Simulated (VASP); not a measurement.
# Ge (Fd-3m) in VASP: settings compared, part 2 of 2

VASP 6.6.1.

## (4) Relaxation of cell and atoms, RPBE

Contents of INCAR:

```
SYSTEM = Ge
  PREC = Accurate
  ENCUT = 600
  EDIFF = 1E-6
  ISMEAR = -1
  SIGMA = 0.05
  LREAL = .FALSE.
  LASPH = .TRUE.
  NELM = 100
  ALGO = Normal
  ISIF = 3
  LWAVE = .FALSE.
  LCHARG = .FALSE.
  GGA = RP
  IBRION = 2
  NSW = 60
  EDIFFG = -0.01
```

Contents of KPOINTS:

```
regular mesh
0
G
  8 8 8
  0 0 0
```

Contents of POSCAR:

```
Ge
1.0
    0.0000000000      2.8289100000      2.8289100000
    2.8289100000      0.0000000000      2.8289100000
    2.8289100000      2.8289100000      0.0000000000
Ge
2
Direct
    0.7500000000      0.7500000000      0.7500000000
    0.5000000000      0.5000000000      0.5000000000
```

Potentials or basis: VASP PAW PBE potentials, release 64 (Ge_d).

Started as:

```bash
$ cat potpaw_PBE.64/Ge_d/POTCAR > POTCAR
$ mpirun -np 1 vasp_std > vasp.out
```

OUTCAR:

```text
SYSTEM = Ge
   PREC = Accurate
   ENCUT = 600
   EDIFF = 1E-6
   ISMEAR = -1
   LREAL = .FALSE.
   LASPH = .TRUE.
   NELM = 100
   ISIF = 3
   GGA = RP
   IBRION = 2
   NSW = 60
   EDIFFG = -0.01

 ion  position               nearest neighbor table
   1  0.750  0.750  0.750-   2 2.45   2 2.45   2 2.45   2 2.45
   2  0.500  0.500  0.500-   1 2.45   1 2.45   1 2.45   1 2.45

  LATTYP: Found a face centered cubic cell.
 ALAT       =     5.6578200000

  Lattice vectors:

 A1 = (   0.0000000000,   2.8289100000,   2.8289100000)
 A2 = (   2.8289100000,   0.0000000000,   2.8289100000)
 A3 = (   2.8289100000,   2.8289100000,   0.0000000000)

Analysis of symmetry for initial positions (statically):
=====================================================================
 Subroutine PRICEL returns:
 Original cell was already a primitive cell.

 Routine SETGRP: Setting up the symmetry group for a
 face centered cubic supercell.

 Subroutine GETGRP returns: Found 48 space group operations
 (whereof 24 operations were pure point group operations)
 out of a pool of 48 trial point group operations.

The static configuration has the point symmetry T_d .
 The point group associated with its full space group is O_h .

Analysis of symmetry for dynamics (positions and initial velocities):
=====================================================================
 Subroutine PRICEL returns:
 Original cell was already a primitive cell.

 Routine SETGRP: Setting up the symmetry group for a
 face centered cubic supercell.

 Subroutine GETGRP returns: Found 48 space group operations
 (whereof 24 operations were pure point group operations)
 out of a pool of 48 trial point group operations.

The dynamic configuration has the point symmetry T_d .
 The point group associated with its full space group is O_h .

 Subroutine INISYM returns: Found 48 space group operations
 (whereof 24 operations are pure point group operations),
 and found     1 'primitive' translations

----------------------------------------------------------------------------------------

                                     Primitive cell

  volume of cell :      45.2780

  direct lattice vectors                    reciprocal lattice vectors
     0.000000000  2.828910000  2.828910000    -0.176746521  0.176746521  0.176746521
     2.828910000  0.000000000  2.828910000     0.176746521 -0.176746521  0.176746521
     2.828910000  2.828910000  0.000000000     0.176746521  0.176746521 -0.176746521

  length of vectors
     4.000682889  4.000682889  4.000682889     0.306133954  0.306133954  0.306133954

  position of ions in fractional coordinates (direct lattice)
     0.750000000  0.750000000  0.750000000
     0.500000000  0.500000000  0.500000000

  ion indices of the primitive-cell ions
   primitive index   ion index
                 1           1
                 2           2

----------------------------------------------------------------------------------------

 KPOINTS: regular mesh

Automatic generation of k-mesh.
 Grid dimensions read from file:
 generate k-points for:    8    8    8

 Generating k-lattice:

  Cartesian coordinates                     Fractional coordinates (reciprocal lattice)
    -0.022093315  0.022093315  0.022093315     0.125000000  0.000000000  0.000000000
     0.022093315 -0.022093315  0.022093315     0.000000000  0.125000000  0.000000000
     0.022093315  0.022093315 -0.022093315     0.000000000  0.000000000  0.125000000

  Length of vectors
     0.038266744  0.038266744  0.038266744

  Shift w.r.t. Gamma in fractional coordinates (k-lattice)
     0.000000000  0.000000000  0.000000000

 Subroutine IBZKPT returns following result:
 ===========================================

 Found     29 irreducible k-points:

 Following reciprocal coordinates:
            Coordinates               Weight
  0.000000  0.000000  0.000000      1.000000
  0.125000  0.000000  0.000000      8.000000
  0.250000  0.000000  0.000000      8.000000
  0.375000  0.000000  0.000000      8.000000
  0.500000  0.000000  0.000000      4.000000
  0.125000  0.125000  0.000000      6.000000
[... 16 lines left out ...]
  0.500000  0.250000  0.125000     48.000000
 -0.375000  0.250000  0.125000     24.000000
 [... further k-points ...]
   k-points           NKPTS =     29   k-points in BZ     NKDIM =     29   number of bands    NBANDS=     18
   number of dos      NEDOS =    301   number of ions     NIONS =      2
   total plane-waves  NPLWV =  32768
   dimension x,y,z NGX =    32 NGY =   32 NGZ =   32
   dimension x,y,z NGXF=    64 NGYF=   64 NGZF=   64
   ions per type =               2
   NGX,Y,Z   is equivalent  to a cutoff of  13.30, 13.30, 13.30 a.u.
   NGXF,Y,Z  is equivalent  to a cutoff of  26.59, 26.59, 26.59 a.u.
 SYSTEM =  Ge
   PREC   = accura    normal or accurate (medium, high low for compatibility)
   ISTART =      0    job   : 0-new  1-cont  2-samecut
   ICHARG =      2    charge: 1-file 2-atom 10-const
   ISPIN  =      1    spin polarized calculation?
   LNONCOLLINEAR =      F non collinear calculations
   LSORBIT =      F    spin-orbit coupling
   LASPH  =      T    aspherical Exc in radial PAW
   ENCUT  =  600.0 eV  44.10 Ry    6.64 a.u.   7.99  7.99  7.99*2*pi/ulx,y,z
   NELM   =    100;   NELMIN=  2; NELMDL= -5     # of ELM steps
   EDIFF  = 0.1E-05   stopping-criterion for ELM
   LREAL  =      F    real-space projection
   EDIFFG = -.1E-01   stopping-criterion for IOM
   NSW    =     60    number of steps for IOM
   IBRION =      2    ionic relax: 0-MD 1-quasi-New 2-CG
   NFREE  =      1    steps in history (QN), initial steepest desc. (CG)
   ISIF   =      3    stress and relaxation
   ISYM   =      2    0-nonsym 1-usesym 2-fastsym
   POTIM  = 0.5000    time-step for ionic-motion
   TEBEG  =    0.0;   TEEND  =   0.0 temperature during run
   PSTRESS=    0.0 pullay stress
   NELECT =      28.0000    total number of electrons
   NUPDOWN=      -1.0000    fix difference up-down
   EMIN   =  10.00;   EMAX   =-10.00  energy-range for DOS
   EFERMI =   0.00;   METHOD = LEGACY
   ISMEAR =    -1;   SIGMA  =   0.05  broadening in eV -4-tet -1-fermi 0-gaus
   EFERMI_NEDOS =   21; number of points for ismear=-14 and -15
   IALGO  =     38    algorithm
   IMIX   =      4    mixing-type and parameters
     AMIX     =   0.40;   BMIX     =  1.00
     AMIX_MAG =   1.60;   BMIX_MAG =  1.00
  volume/ion in A,a.u.               =      22.64       152.78
  Fermi-wavevector in a.u.,A,eV,Ry     =   1.394756  2.635708 26.468033  1.945346
  Thomas-Fermi vector in A             =   2.518275
   LORBIT       =      0    0 simple, 1 ext, 2 COOP (PROOUT), +10 PAW based schemes
   GGA     = RP    functional components
   LHFCALC =     F    Hartree Fock is set to
   AEXX    =    0.0000 exact exchange contribution
   IVDW    =     0    specifies the selected vdW correction
   LEPSILON=     F    determine dielectric tensor
   LRPA    =     F    only Hartree local field effects (RPA)
 conjugate gradient relaxation of ions
 non-spin polarized calculation
  energy-cutoff  :      600.00
  volume of cell :       45.28
 maximum number of plane-waves:      1540
   NGX = 15   NGY = 15   NGZ = 15

--------------------------------------- Ionic step        1  -------------------------------------------

 number of electron      28.0000013 magnetization

 Free energy of the ion-electron system (eV)
  ---------------------------------------------------
  ext. energy  EPLUGINS =         0.00000000
  ---------------------------------------------------
  free energy    TOTEN  =        -8.29816405 eV

  energy without entropy =       -8.29768881  energy(sigma->0) =       -8.29792643

 E-fermi :   5.1991     XC(G=0):  -9.7488

 val. band max:        5.1036883192   @ k =   0.0000   0.0000   0.0000
 cond. band min:       5.2537599301   @ k =   0.0000   0.0000   0.0000
 fundamental gap:      0.1500716110
 Fermi energy:         5.1991164812

 k-point     1 :       0.0000    0.0000    0.0000
  band No.  band energies     occupation
      1     -19.7363      2.00000
      2     -19.7363      2.00000
      3     -19.7363      2.00000
      4     -19.7006      2.00000
      5     -19.7006      2.00000
      6     -19.4909      2.00000
[... 10 lines left out ...]
     17       7.6680      0.00000
     18       7.6680      0.00000
[... 552 lines left out ...]
  energy  without entropy=       -8.3525184154  energy(sigma->0) =       -8.35317544

--------------------------------------- Ionic step        3  -------------------------------------------

 number of electron      27.9999978 magnetization

 Free energy of the ion-electron system (eV)
  ---------------------------------------------------
  ext. energy  EPLUGINS =         0.00000000
  ---------------------------------------------------
  free energy    TOTEN  =        -8.35851229 eV

  energy without entropy =       -8.35743595  energy(sigma->0) =       -8.35797412

 E-fermi :   4.3087     XC(G=0):  -9.3544

 val. band max:        4.0398705893   @ k =   0.1250   0.0000   0.0000
 cond. band min:       4.3391853533   @ k =   0.0000   0.0000   0.0000
 fundamental gap:      0.2993147640
 Fermi energy:         4.3086719036

 k-point     1 :       0.0000    0.0000    0.0000
  band No.  band energies     occupation
      1     -20.4017      2.00000
      2     -20.4017      2.00000
      3     -20.4017      2.00000
      4     -20.3720      2.00000
      5     -20.3720      2.00000
      6     -20.2024      2.00000
[... 10 lines left out ...]
     17       6.8657      0.00000
     18       6.8657      0.00000
[... 512 lines left out ...]
  FREE ENERGIE OF THE ION-ELECTRON SYSTEM (eV)
  ---------------------------------------------------
  free  energy   TOTEN  =        -8.3585122905 eV

  energy  without entropy=       -8.3574359532  energy(sigma->0) =       -8.35797412

 reached required accuracy - stopping structural energy minimisation
```

CONTCAR:

```text
Ge
   1.00000000000000
     0.0000000000000000    2.9072479342014002    2.9072479342014002
     2.9072479342014002    0.0000000000000000    2.9072479342014002
     2.9072479342014002    2.9072479342014002   -0.0000000000000000
  Ge
     2
Direct
     0.7500000000000000    0.7500000000000000    0.7500000000000000
     0.5000000000000000    0.5000000000000000    0.5000000000000000

  0.00000000E+00  0.00000000E+00  0.00000000E+00
  0.00000000E+00  0.00000000E+00  0.00000000E+00
```

Wall time 21 s (1 thread of Intel Xeon 6975P-C (Granite Rapids), shared host); peak memory 0.18 GiB.

What came out:

- Free energy: -8.3585 eV
- Relaxed volume: 24.57 Å³/atom
- Relaxed cell: a = 4.111 Å, b = 4.111 Å, c = 4.111 Å, α = 60.00°, β = 60.00°, γ = 60.00°
- Space group after relaxing (to 0.05 Å): Fd-3m (No. 227)
- Energy gained by relaxing: 30.2 meV/atom
- Ionic steps: 3
- Pressure after relaxing: 0.0 GPa
- Band gap on the k mesh: zero (filled and empty bands touch)

The path:
```tsv
step	energy change (eV)	largest force (eV/Å)	pressure (GPa)	volume (Å³)
1	0.0000	0.0000	5.30	45.28
2	-0.0557	0.0000	-1.34	50.36
3	-0.0603	0.0000	0.03	49.14
```

Final structure:
```
CELL_PARAMETERS angstrom
0.00000 2.90725 2.90725
2.90725 0.00000 2.90725
2.90725 2.90725 0.00000
ATOMIC_POSITIONS crystal
Ge 0.75000 0.75000 0.75000
Ge 0.50000 0.50000 0.50000
```

Caveat: the PAW data sets were made with another functional, which shifts forces and pressure a little.

## (5) Relaxation of cell and atoms, BLYP

Contents of INCAR:

```
SYSTEM = Ge
PREC     = Accurate       ! precision mode
ENCUT    = 600            ! plane-wave cutoff, eV
EDIFF    = 1E-7           ! SCF threshold, eV
ISMEAR   = -1             ! smearing method
SIGMA    = 0.05           ! smearing width, eV
LREAL    = .FALSE.        ! projectors in reciprocal space
LASPH    = .TRUE.         ! aspherical terms in the spheres
NELM     = 100            ! most SCF steps
ALGO     = Normal         ! electronic algorithm
ISIF     = 3              ! what is computed and relaxed
LWAVE    = .FALSE.        ! write WAVECAR
LCHARG   = .FALSE.        ! write CHGCAR
GGA      = B5             ! functional
ALDAX    = 1.0          
AGGAX    = 1.0          
AGGAC    = 1.0          
ALDAC    = 0.0          
IBRION   = 2              ! ionic algorithm
NSW      = 60             ! ionic steps
EDIFFG   = -0.01          ! ionic threshold
```

KPOINTS is that of step 4.

POSCAR is that of step 4.

Started as:

```bash
$ cat potpaw_PBE.64/Ge_d/POTCAR > POTCAR
$ mpirun -np 1 vasp_std > vasp.out
```

Run time: 44 s. Hardware: 1 thread of Intel Xeon 6975P-C (Granite Rapids), shared host; peak memory 0.18 GiB.

The run converged. Its results:

```
Free energy                            : -7.6755 eV
Relaxed volume                         : 25.53 Å³/atom
Relaxed cell                           : a = 4.164 Å, b = 4.164 Å, c = 4.164 Å, α = 60.00°, β = 60.00°, γ = 60.00°
Space group after relaxing (to 0.05 Å) : Fd-3m (No. 227)
Energy gained by relaxing              : 60.9 meV/atom
Ionic steps                            : 3
Pressure after relaxing                : 0.0 GPa
Band gap on the k mesh                 : zero (band 14 reaches 4.30 eV, above the bottom of band 15 at 4.13 eV)
```

Step by step:
```
step  energy change (eV)  largest force (eV/Å)  pressure (GPa)  volume (Å³)
   1              0.0000                0.0000            7.56        45.28
   2             -0.1158                0.0000           -1.27        52.64
   3             -0.1218                0.0000            0.04        51.07
```

Final structure:
```
Ge
1.0
     0.00000    2.94469    2.94469
     2.94469    0.00000    2.94469
     2.94469    2.94469    0.00000
Ge
2
Cartesian
  4.4170 4.4170 4.4170
  2.9447 2.9447 2.9447
```

Levels at points of the mesh, in eV from the Fermi level:
| k point | band 12 | band 13 | band 14 | band 15 | band 16 | band 17 |
| --- | --- | --- | --- | --- | --- | --- |
| (0.00, 0.00, 0.00) | -1.07 | 0.16 | 0.16 | 0.16 | 2.66 | 2.66 |
| (0.50, 0.00, 0.00) | -6.97 | -1.07 | -1.07 | -0.02 | 3.88 | 3.88 |
| (0.50, 0.50, 0.00) | -8.37 | -2.49 | -2.49 | 1.15 | 1.15 | 8.59 |

Caveat: the PAW data sets were made with another functional, which shifts forces and pressure a little; the volume moved by +13 % from the deposited cell, more than functionals usually miss.

## (6) Single point, PBEsol, non-collinear spin, zero start, spin-orbit coupling

Contents of INCAR:

```
SYSTEM = Ge
PREC = Accurate ; ENCUT = 520
EDIFF = 1E-6 ; ISMEAR = -1
SIGMA = 0.05 ; LREAL = .False.
LASPH = .True. ; NELM = 150
ALGO = Normal ; ISIF = 2
LWAVE = .False. ; LCHARG = .True.
MAGMOM = 0 0 0 0 0 0 ; LORBIT = 11
LSORBIT = .True. ; GGA_COMPAT = .False.
LORBMOM = .True. ; GGA = PS
LVHAR = .True. ; NBANDS = 40
```

Contents of KPOINTS:

```
regular mesh
0
Gamma
  8 8 8
  0 0 0
```

POSCAR is that of step 5.

Potentials or basis: VASP PAW PBE potentials, release 64 (Ge_d).

Started as:

```bash
$ cat potpaw_PBE.64/Ge_d/POTCAR > POTCAR
$ mpirun -np 1 vasp_ncl > vasp.out
```

It took 49 s on 1 thread of Intel Xeon 6975P-C (Granite Rapids), shared host; peak memory 0.3 GiB.

It converged, with:

| Quantity | Value |
| --- | --- |
| Free energy | -9.8813 eV |
| Pressure | 0.6 GPa |
| Net moment | 0.00 μB per cell |
| Valence electrons inside the program's atomic spheres | Ge 12.41 |

Moments on the atoms (μB; x, y, z):
```
Ge  0.00 0.00 0.00
Ge  0.00 0.00 0.00
```

Caveat: the PAW data sets were made with another functional, which shifts forces and pressure a little.

## (7) The runs side by side

| task | level | potentials or basis | spin | cell | cutoff (eV) | gap on the mesh (eV) | pressure (GPa) | relaxed volume (Å³/atom) |
| --- | --- | --- | --- | --- | --- | --- | --- | --- |
| relaxation of cell and atoms | LDA | VASP PAW LDA potentials, release 64 (Ge_d) | off | relaxed | 600 | - | 0.0 | 22.23 |
| relaxation of cell and atoms | PBE | VASP PAW PBE potentials, release 64 (Ge_d) | off | relaxed | 600 | none | 0.0 | 23.85 |
| relaxation of cell and atoms | RPBE | VASP PAW PBE potentials, release 64 (Ge_d) | off | relaxed | 600 | none | 0.0 | 24.57 |
| relaxation of cell and atoms | BLYP | VASP PAW PBE potentials, release 64 (Ge_d) | off | relaxed | 600 | none | 0.0 | 25.53 |
| single point | PBEsol | VASP PAW PBE potentials, release 64 (Ge_d) | non-collinear, zero start, SOC | as given | 520 | - | 0.6 | - |

Alike in all rows: k mesh 8 × 8 × 8; smearing fermi-dirac 0.05 eV.

Caveats: the PAW data sets were made with another functional, which shifts forces and pressure a little (some runs); the volume moved by +13 % from the deposited cell, more than functionals usually miss (some runs).

Absolute energies hang on the potentials; compare differences alone.

## (8) Against experiment

Step 2. The cell as given is a measured one (22.64 Å³/atom); LDA puts the equilibrium volume -1.8 % from it, thermal expansion not counted.

Step 3. The cell as given is a measured one (22.64 Å³/atom); PBE puts the equilibrium volume +5.4 % from it, thermal expansion not counted.

Step 4. The cell as given is a measured one (22.64 Å³/atom); RPBE puts the equilibrium volume +8.5 % from it, thermal expansion not counted.

Step 5. The cell as given is a measured one (22.64 Å³/atom); BLYP puts the equilibrium volume +12.8 % from it, thermal expansion not counted.
